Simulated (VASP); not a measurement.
# Os (P6_3/mmc) in VASP: notebook, part 2 of 2

VASP 6.6.1. Earlier steps stand in the parts before.

### Step 3. Single point, PBEsol

Contents of INCAR:

```
SYSTEM = Os
PREC = Accurate
ENCUT = 520
EDIFF = 1E-6
ISMEAR = -1
SIGMA = 0.1
LREAL = .FALSE.
LASPH = .TRUE.
NELM = 60
ALGO = Normal
ISIF = 2
LWAVE = .FALSE.
LCHARG = .TRUE.
GGA = PS
LELF = .TRUE.
LVHAR = .TRUE.
NBANDS = 15
```

Contents of KPOINTS:

```
Automatic mesh
0
G
  14 14 8
  0 0 0
```

Contents of POSCAR:

```
Os
1.0
    2.7296438410      0.0000000000      0.0000000000
   -1.3648219205      2.3639409096      0.0000000000
    0.0000000000      0.0000000000      4.3075788589
Os
2
Direct
    0.3333333333      0.6666666667      0.2500000000
    0.6666666667      0.3333333333      0.7500000000
```

Potentials or basis: VASP PAW PBE potentials, release 64 (Os).

Command:

```
$ cat potpaw_PBE.64/Os/POTCAR > POTCAR
$ mpirun -np 1 vasp_std > vasp.out
```

OUTCAR:

```text
SYSTEM = Os
   PREC = Accurate
   ENCUT = 520
   EDIFF = 1E-6
   ISMEAR = -1
   LREAL = .FALSE.
   LASPH = .TRUE.
   NELM = 60
   ISIF = 2
   GGA = PS

 ion  position               nearest neighbor table
   1  0.333  0.667  0.250-   2 2.67   2 2.67   2 2.67   2 2.67   2 2.67   2 2.67
   2  0.667  0.333  0.750-   1 2.67   1 2.67   1 2.67   1 2.67   1 2.67   1 2.67

  LATTYP: Found a hexagonal cell.
 ALAT       =     2.7296438410
 C/A-ratio  =     1.5780735912

  Lattice vectors:

 A1 = (   2.7296438410,   0.0000000000,   0.0000000000)
 A2 = (  -1.3648219205,   2.3639409096,   0.0000000000)
 A3 = (   0.0000000000,   0.0000000000,   4.3075788589)

Analysis of symmetry for initial positions (statically):
=====================================================================
 Subroutine PRICEL returns:
 Original cell was already a primitive cell.

 Routine SETGRP: Setting up the symmetry group for a
 hexagonal supercell.

 Subroutine GETGRP returns: Found 24 space group operations
 (whereof 12 operations were pure point group operations)
 out of a pool of 24 trial point group operations.

The static configuration has the point symmetry D_3d.
 The point group associated with its full space group is D_6h.

Analysis of symmetry for dynamics (positions and initial velocities):
=====================================================================
 Subroutine PRICEL returns:
 Original cell was already a primitive cell.

 Routine SETGRP: Setting up the symmetry group for a
 hexagonal supercell.

 Subroutine GETGRP returns: Found 24 space group operations
 (whereof 12 operations were pure point group operations)
 out of a pool of 24 trial point group operations.

The dynamic configuration has the point symmetry D_3d.
 The point group associated with its full space group is D_6h.

 Subroutine INISYM returns: Found 24 space group operations
 (whereof 12 operations are pure point group operations),
 and found     1 'primitive' translations

----------------------------------------------------------------------------------------

                                     Primitive cell

  volume of cell :      27.7956

  direct lattice vectors                    reciprocal lattice vectors
     2.729643841  0.000000000  0.000000000     0.366348161  0.211511209  0.000000000
    -1.364821921  2.363940910  0.000000000     0.000000000  0.423022418  0.000000000
     0.000000000  0.000000000  4.307578859     0.000000000  0.000000000  0.232148971

  length of vectors
     2.729643841  2.729643841  4.307578859     0.423022418  0.423022418  0.232148971

  position of ions in fractional coordinates (direct lattice)
     0.333333333  0.666666667  0.250000000
     0.666666667  0.333333333  0.750000000

  ion indices of the primitive-cell ions
   primitive index   ion index
                 1           1
                 2           2

----------------------------------------------------------------------------------------

 KPOINTS: Automatic mesh

Automatic generation of k-mesh.
 Grid dimensions read from file:
 generate k-points for:   14   14    8

 Generating k-lattice:

  Cartesian coordinates                     Fractional coordinates (reciprocal lattice)
     0.026167726  0.015107944  0.000000000     0.071428571  0.000000000  0.000000000
     0.000000000  0.030215887  0.000000000     0.000000000  0.071428571  0.000000000
     0.000000000  0.000000000  0.029018621     0.000000000  0.000000000  0.125000000

  Length of vectors
     0.030215887  0.030215887  0.029018621

  Shift w.r.t. Gamma in fractional coordinates (k-lattice)
     0.000000000  0.000000000  0.000000000

 Subroutine IBZKPT returns following result:
 ===========================================

 Found    120 irreducible k-points:

 Following reciprocal coordinates:
            Coordinates               Weight
  0.000000  0.000000  0.000000      1.000000
  0.071429  0.000000  0.000000      6.000000
  0.142857  0.000000  0.000000      6.000000
  0.214286  0.000000  0.000000      6.000000
  0.285714  0.000000  0.000000      6.000000
  0.357143  0.000000  0.000000      6.000000
[... 16 lines left out ...]
  0.285714  0.285714  0.000000      6.000000
  0.357143  0.285714  0.000000      6.000000
 [... further k-points ...]
   k-points           NKPTS =    120   k-points in BZ     NKDIM =    120   number of bands    NBANDS=     15
   number of dos      NEDOS =    301   number of ions     NIONS =      2
   total plane-waves  NPLWV =  12800
   dimension x,y,z NGX =    20 NGY =   20 NGZ =   32
   dimension x,y,z NGXF=    40 NGYF=   40 NGZF=   64
   ions per type =               2
   NGX,Y,Z   is equivalent  to a cutoff of  12.18, 12.18, 12.35 a.u.
   NGXF,Y,Z  is equivalent  to a cutoff of  24.36, 24.36, 24.70 a.u.
 SYSTEM =  Os
   PREC   = accura    normal or accurate (medium, high low for compatibility)
   ISTART =      0    job   : 0-new  1-cont  2-samecut
   ICHARG =      2    charge: 1-file 2-atom 10-const
   ISPIN  =      1    spin polarized calculation?
   LNONCOLLINEAR =      F non collinear calculations
   LSORBIT =      F    spin-orbit coupling
   LASPH  =      T    aspherical Exc in radial PAW
   ENCUT  =  520.0 eV  38.22 Ry    6.18 a.u.   5.08  5.08  8.01*2*pi/ulx,y,z
   NELM   =     60;   NELMIN=  2; NELMDL= -5     # of ELM steps
   EDIFF  = 0.1E-05   stopping-criterion for ELM
   LREAL  =      F    real-space projection
   EDIFFG = 0.1E-04   stopping-criterion for IOM
   NSW    =      0    number of steps for IOM
   IBRION =     -1    ionic relax: 0-MD 1-quasi-New 2-CG
   NFREE  =      0    steps in history (QN), initial steepest desc. (CG)
   ISIF   =      2    stress and relaxation
   ISYM   =      2    0-nonsym 1-usesym 2-fastsym
   POTIM  = 0.5000    time-step for ionic-motion
   TEBEG  =    0.0;   TEEND  =   0.0 temperature during run
   PSTRESS=    0.0 pullay stress
   NELECT =      16.0000    total number of electrons
   NUPDOWN=      -1.0000    fix difference up-down
   EMIN   =  10.00;   EMAX   =-10.00  energy-range for DOS
   EFERMI =   0.00;   METHOD = LEGACY
   ISMEAR =    -1;   SIGMA  =   0.10  broadening in eV -4-tet -1-fermi 0-gaus
   EFERMI_NEDOS =   21; number of points for ismear=-14 and -15
   IALGO  =     38    algorithm
   IMIX   =      4    mixing-type and parameters
     AMIX     =   0.40;   BMIX     =  1.00
     AMIX_MAG =   1.60;   BMIX_MAG =  1.00
  volume/ion in A,a.u.               =      13.90        93.79
  Fermi-wavevector in a.u.,A,eV,Ry     =   1.361830  2.573485 25.233104  1.854581
  Thomas-Fermi vector in A             =   2.488372
   LORBIT       =      0    0 simple, 1 ext, 2 COOP (PROOUT), +10 PAW based schemes
   GGA     = PS    functional components
   LHFCALC =     F    Hartree Fock is set to
   AEXX    =    0.0000 exact exchange contribution
   IVDW    =     0    specifies the selected vdW correction
   LEPSILON=     F    determine dielectric tensor
   LRPA    =     F    only Hartree local field effects (RPA)
 non-spin polarized calculation
  energy-cutoff  :      520.00
  volume of cell :       27.80
 maximum number of plane-waves:       766
   NGX = 11   NGY = 11   NGZ = 17

 number of electron      15.9999998 magnetization

 Free energy of the ion-electron system (eV)
  ---------------------------------------------------
  ext. energy  EPLUGINS =         0.00000000
  ---------------------------------------------------
  free energy    TOTEN  =       -24.50392553 eV

  energy without entropy =      -24.46066319  energy(sigma->0) =      -24.48229436

 E-fermi :   9.4303     XC(G=0): -14.1911

 val. band max:        9.4220315692   @ k =   0.4286   0.0000   0.3750
 cond. band min:       9.4338993234   @ k =   0.1429   0.0714   0.3750
 fundamental gap:      0.0118677542
 Fermi energy:         9.4303118315

 k-point     1 :       0.0000    0.0000    0.0000
  band No.  band energies     occupation
      1      -1.6482      2.00000
      2       1.5191      2.00000
      3       6.3048      2.00000
      4       6.3048      2.00000
      5       6.5779      2.00000
      6       7.1631      2.00000
      7       7.1631      2.00000
      8       7.8138      2.00000
      9       7.8138      2.00000
     10       9.4155      1.07416
     11      11.1138      0.00000
     12      11.1138      0.00000
     13      18.5396      0.00000
     14      23.4343      0.00000
[... 401 lines left out ...]
      2       3.7761      2.00000
      3       3.8855      2.00000
      4       4.8007      2.00000
      5       5.7849      2.00000
      6       6.1111      2.00000
      7       7.9946      2.00000
      8      10.7157      0.00001
      9      11.1703      0.00000
     10      11.5316      0.00000
     11      14.7881      0.00000
     12      14.8274      0.00000
     13      16.6839      0.00000
     14      22.6716      0.00000
     15      24.3878      0.00000

 [... further k-points ...]
[... 5 lines left out ...]
  --------------------------------------------------------------------------------------
  -------------------------------------------------------------------------------------
  Total        0.0881455      0.0881455      0.0719782     -0.0000000      0.0000000      0.0000000
  in kB        5.0808301      5.0808301      4.1489270     -0.0000000      0.0000000      0.0000000
  external PRESSURE =       4.7701958 kB  Pullay stress =       0.0000000 kB

 VOLUME and BASIS-vectors are now :
 -----------------------------------------------------------------------------
  energy-cutoff  :      520.00
  volume of cell :       27.80
      direct lattice vectors                 reciprocal lattice vectors
     2.729643841  0.000000000  0.000000000     0.366348161  0.211511209  0.000000000
    -1.364821921  2.363940910  0.000000000     0.000000000  0.423022418  0.000000000
     0.000000000  0.000000000  4.307578859     0.000000000  0.000000000  0.232148971

 POSITION                                       TOTAL-FORCE (eV/Angst)
 -----------------------------------------------------------------------------------
     -0.00000      1.57596      1.07689         0.000000     -0.000000      0.000000
      1.36482      0.78798      3.23068        -0.000000      0.000000      0.000000
 -----------------------------------------------------------------------------------
    total drift:                               -0.000000      0.000000     -0.000000

  FREE ENERGIE OF THE ION-ELECTRON SYSTEM (eV)
  ---------------------------------------------------
  free  energy   TOTEN  =       -24.5039255272 eV

  energy  without entropy=      -24.4606631909  energy(sigma->0) =      -24.48229436
```

OSZICAR:

```text
N       E                     dE             d eps       ncg     rms          rms(c)
DAV:   1     0.100578503320E+03    0.10058E+03   -0.74535E+03  3600   0.103E+03
DAV:   2    -0.212721771294E+02   -0.12185E+03   -0.10704E+03  3663   0.329E+02
DAV:   3    -0.260119148624E+02   -0.47397E+01   -0.45598E+01  4930   0.565E+01
DAV:   4    -0.260476815100E+02   -0.35767E-01   -0.35698E-01  3901   0.511E+00
DAV:   5    -0.260478722980E+02   -0.19079E-03   -0.19077E-03  4930   0.347E-01    0.246E+01
DAV:   6    -0.248591914519E+02    0.11887E+01   -0.10083E+00  4573   0.850E+00    0.110E+01
DAV:   7    -0.245133595604E+02    0.34583E+00   -0.67111E-01  4643   0.682E+00    0.576E-01
DAV:   8    -0.245069862385E+02    0.63733E-02   -0.70387E-03  3712   0.629E-01    0.361E-01
DAV:   9    -0.245039278590E+02    0.30584E-02   -0.17635E-03  4356   0.434E-01    0.521E-02
DAV:  10    -0.245039462926E+02   -0.18434E-04   -0.62784E-05  4713   0.688E-02    0.117E-02
DAV:  11    -0.245039261043E+02    0.20188E-04   -0.45421E-06  4020   0.227E-02    0.146E-03
DAV:  12    -0.245039255272E+02    0.57713E-06   -0.96439E-08  2479   0.301E-03
   1 F= -.24503926E+02 E0= -.24482294E+02  d E =-.432623E-01
```

It used 38 s of CPU time on 1 thread of AMD EPYC 7R13 Processor (Zen 3), with other jobs on the host.

What came out:

| Quantity | Value |
| --- | --- |
| Free energy | -24.5039 eV |
| Pressure | 0.5 GPa |
| Band gap on the k mesh | zero (band 8 reaches 11.46 eV, above the bottom of band 9 at 7.67 eV) |

Caveat: the PAW data sets were made with another functional, which shifts forces and pressure a little; spin-orbit coupling is left out, which moves the levels of the heavy elements.

### Step 4. Relaxation of cell and atoms, PBEsol

This run uses another cell than the first one, of 13.98 Å³/atom, 1.006 times its volume.

Contents of INCAR:

```
PREC = Accurate
ENCUT = 600
EDIFF = 1E-6
ISMEAR = -1
SIGMA = 0.1
LREAL = F
LASPH = T
NELM = 100
ALGO = Normal
ISIF = 3
LWAVE = F
LCHARG = F
GGA = PS
IBRION = 2
NSW = 100
EDIFFG = -0.002
```

Contents of KPOINTS:

```
Automatic mesh
0
Gamma
  14 14 8
```

Contents of POSCAR:

```
Os
1.0
    2.7341000000      0.0000000000      0.0000000000
   -1.3670500000      2.3678000565      0.0000000000
    0.0000000000      0.0000000000      4.3197000000
Os
2
Direct
    0.3333333333      0.6666666667      0.2500000000
    0.6666666667      0.3333333333      0.7500000000
```

Command:

```
$ cat potpaw_PBE.64/Os/POTCAR > POTCAR
$ mpirun -np 1 vasp_std > vasp.out
```

It used 260 s of CPU time on 1 thread of AMD EPYC 7R13 Processor (Zen 3), on a shared host.

The run converged. Its results:

* Free energy: -24.5049 eV
* Relaxed volume: 13.92 Å³/atom
* Relaxed cell: a = 2.731 Å, b = 2.731 Å, c = 4.309 Å, α = 90.00°, β = 90.00°, γ = 120.00°
* Space group after relaxing (to 0.05 Å): P6_3/mmc (No. 194)
* Energy gained by relaxing: 0.5 meV/atom
* Ionic steps: 8
* Pressure after relaxing: 0.0 GPa
* Band gap on the k mesh: zero (band 8 reaches 11.44 eV, above the bottom of band 9 at 7.65 eV)

The path:
| step | energy change (eV) | largest force (eV/Å) | pressure (GPa) | volume (Å³) |
| --- | --- | --- | --- | --- |
| 1 | 0.0000 | 0.0000 | -2.07 | 27.96 |
| 2 | 0.0178 | 0.0000 | 10.14 | 27.24 |
| 3 | -0.0009 | 0.0000 | 0.02 | 27.83 |
| 4 | -0.0009 | 0.0000 | 0.04 | 27.83 |
| 5 | -0.0009 | 0.0000 | -0.03 | 27.84 |
| 6 | -0.0009 | 0.0000 | 0.04 | 27.83 |
| 7 | -0.0009 | 0.0000 | -0.12 | 27.84 |
| 8 | -0.0009 | 0.0000 | -0.02 | 27.84 |

Final structure:
```
Os
1.0
     2.73113    0.00000    0.00000
    -1.36557    2.36523    0.00000
     0.00000    0.00000    4.30900
Os
2
Direct
  0.33333 0.66667 0.25000
  0.66667 0.33333 0.75000
```

Levels at points of the mesh, in eV from the Fermi level:
```tsv
k point	band 4	band 5	band 6	band 7	band 8	band 9	band 10	band 11	band 12
(0.00, 0.00, 0.00)	-3.12	-2.84	-2.26	-2.26	-1.62	-1.62	-0.01	1.68	1.68
(0.50, 0.00, 0.00)	-3.63	-2.98	-2.62	-1.92	2.03	2.60	2.74	4.42	5.71
(0.00, 0.00, 0.50)	-3.63	-3.32	-3.32	-3.32	-3.32	0.88	0.88	0.88	0.88
(0.50, 0.00, 0.50)	-5.41	-1.25	-1.25	-0.21	-0.21	2.37	2.37	3.30	3.30
```

Caveat: the PAW data sets were made with another functional, which shifts forces and pressure a little; spin-orbit coupling is left out, which moves the levels of the heavy elements.
